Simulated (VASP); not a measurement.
A run of VASP 6.6.1 is set up as follows.

INCAR

```
SYSTEM = Si16Ge
ALGO = Normal ; EDIFF = 1E-6
ENCUT = 520 ; GGA = PE
ISIF = 2 ; ISMEAR = -1
IVDW = 12 ; LASPH = .TRUE.
LCHARG = .TRUE. ; LELF = .TRUE.
LREAL = Auto ; LVHAR = .TRUE.
LWAVE = .FALSE. ; NBANDS = 53
NELM = 60 ; PREC = Accurate
SIGMA = 0.02
```

File KPOINTS:

```
k-points
0
G
  2 2 2
  0 0 0
```

File POSCAR:

```
Si16Ge
1.0
    0.0000000000      5.4300000000      5.4300000000
    5.4300000000      0.0000000000      5.4300000000
    5.4300000000      5.4300000000      0.0000000000
Si Ge
16 1
Direct
    0.4021823204     -0.1161786372     -0.2653130755
    0.4093278085     -0.2625506446      0.1639134438
   -0.1138581952     -0.0403406998      0.6533977901
    0.0030662983      0.1859392265      0.7718692449
    0.2184530387      0.3979742173     -0.1976243094
    0.1839963168      0.6469981584      0.0886740331
    0.0280110497      0.5059116022      0.5050276243
    0.3870073665      0.6522744015      0.5168416206
    0.7648987109     -0.1837016575      0.0589686924
    0.4491160221      0.2087661142      0.1293001842
    0.1929005525      0.0081307551      0.4681860037
    0.5237016575      0.1290239411      0.7353038674
    0.6267679558      0.4946316759     -0.2049631676
    0.8056077348      0.5108379374     -0.0098618785
    0.4697053407      0.3368508287      0.3420626151
    0.8209116022      0.4169705341      0.3784622468
    1.0026058932     -0.0180570902      0.1995303867
```

Potentials or basis: VASP PAW PBE potentials, release 64 (Si, Ge_d).

Run with:

```bash
$ cat potpaw_PBE.64/Si/POTCAR potpaw_PBE.64/Ge_d/POTCAR > POTCAR
$ mpirun -np 1 vasp_std > vasp.out
```

Task: What does it give for the largest force?

Result: 2.733 eV/Å.

Task: Predict the band gap on the k mesh.

Result: Zero (band 39 reaches 6.75 eV, above the bottom of band 40 at 6.41 eV).

Task: Predict the pressure.

Result: -5.1 GPa.

Stress tensor (GPa, compression positive):
```
-4.00 -0.82  0.20
-0.82 -5.82 -0.54
 0.20 -0.54 -5.52
```

Caveat: the k points lie up to 0.50 Å⁻¹ apart.
